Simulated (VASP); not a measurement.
Al3Cu2: single point with PBEsol

The system is Al3Cu2.

```
Al Cu
1.0
     4.22154    0.00000    0.00000
    -2.11077    3.65596    0.00000
     0.00000    0.00000    5.13156
Al Cu
3 2
Direct
  0.00000 0.00000 0.00000
  0.33333 0.66667 0.35029
  0.66667 0.33333 0.64971
  0.33333 0.66667 0.84152
  0.66667 0.33333 0.15848
```

This cell differs from its parent crystal: equal strain along all axes, cell held: +3.0 %, then relaxed in part.

```json
{
  "Program": "VASP 6.6.1",
  "Task": "single point",
  "Functional": "PBEsol",
  "Potentials or basis": "VASP PAW PBE potentials, release 64 (Al, Cu)",
  "Cutoff": "520 eV",
  "k mesh": "12 × 12 × 8",
  "Occupations": "gaussian, width 0.1 eV",
  "Spin": "no spin polarisation"
}
```

The pressure is -8.4 GPa and the largest force is 0.005 eV/Å. The band gap on the k mesh is zero (an odd number of electrons rules out a gap without spin polarisation).

Forces in eV/Å, atoms in the order of the input:
```
Al   0.000  0.000  0.000
Al   0.000  0.000  0.000
Al   0.000  0.000  0.000
Cu   0.000  0.000 -0.005
Cu   0.000  0.000  0.005
```

Stress tensor (GPa, compression positive):
```
-8.34  0.00  0.00
 0.00 -8.34  0.00
 0.00  0.00 -8.45
```

Levels at points of the mesh, in eV from the Fermi level:
```
           k point  band 13  band 14  band 15  band 16  band 17  band 18  band 19  band 20
(0.00, 0.00, 0.00)    -3.34    -0.07    -0.07     1.32     1.32     2.09     2.54     5.01
(0.50, 0.00, 0.00)    -2.76    -2.69    -2.35    -0.73    -0.29     0.45     2.98     3.64
(0.00, 0.00, 0.50)     1.21     1.21     1.42     1.42     1.89     2.25     2.25     2.31
(0.50, 0.00, 0.50)    -3.78    -3.25    -1.55    -0.09     0.73     0.75     4.88     5.09
```

Wall time 2.4 min on 1 thread of AMD EPYC 9R45 96-Core Processor (Zen 5), with other jobs on the host, peak memory 0.31 GiB.

Caveat: the cell differs from its parent crystal (equal strain along all axes, cell held: +3.0 %, then relaxed in part); the cell stands under tension; the PAW data sets were made with another functional, which shifts forces and pressure a little.
